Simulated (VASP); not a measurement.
SiNi:

```
Ni Si
1.0
     4.50369    0.00000    0.00000
     0.00000    4.50369    0.00000
     0.00000    0.00000    4.50369
Ni Si
4 4
Direct
  0.14950 0.14950 0.14950
  0.64950 0.35050 0.85050
  0.85050 0.64950 0.35050
  0.35050 0.85050 0.64950
  0.84683 0.84683 0.84683
  0.34683 0.65317 0.15317
  0.15317 0.34683 0.65317
  0.65317 0.15317 0.34683
```

```yaml
Program: VASP 6.6.1
Task: relaxation of cell and atoms
Functional: revPBE
Potentials_or_basis: VASP PAW PBE potentials, release 64 (Ni, Si)
Cutoff: 600 eV
k_mesh: 6 × 6 × 6
Occupations: fermi-dirac, width 0.05 eV
Spin: collinear spin, ferromagnetic start
Starting_moments: "[1.0, 1.0, 1.0, 1.0, 0.0, 0.0, 0.0, 0.0] μB"
```

At the start: pressure 4.2 GPa; volume 11.42 Å³/atom.

Problem. Where does the relaxation end?

Solution. Over 6 steps the energy falls by 3.6 meV/atom and the volume is 11.69 Å³/atom (+2.3 %); space group P2_13 (No. 198, to 0.1 Å) before and after; moment 0.00 μB per cell.

Step by step:
```tsv
step	energy change (eV)	largest force (eV/Å)	pressure (GPa)	volume (Å³)
1	0.0000	0.0240	4.20	91.35
2	-0.0090	0.0431	-3.22	95.37
3	-0.0280	0.0348	-0.06	93.52
4	-0.0280	0.0345	0.01	93.48
5	-0.0282	0.0285	0.04	93.48
6	-0.0286	0.0099	0.11	93.49
```

Final structure:
```
CELL_PARAMETERS angstrom
4.53863 0.00000 0.00000
0.00000 4.53863 0.00000
0.00000 0.00000 4.53863
ATOMIC_POSITIONS crystal
Ni 0.14866 0.14866 0.14866
Ni 0.64866 0.35134 0.85134
Ni 0.85134 0.64866 0.35134
Ni 0.35134 0.85134 0.64866
Si 0.84646 0.84646 0.84646
Si 0.34646 0.65354 0.15354
Si 0.15354 0.34646 0.65354
Si 0.65354 0.15354 0.34646
```

Caveat: the PAW data sets were made with another functional, which shifts forces and pressure a little.
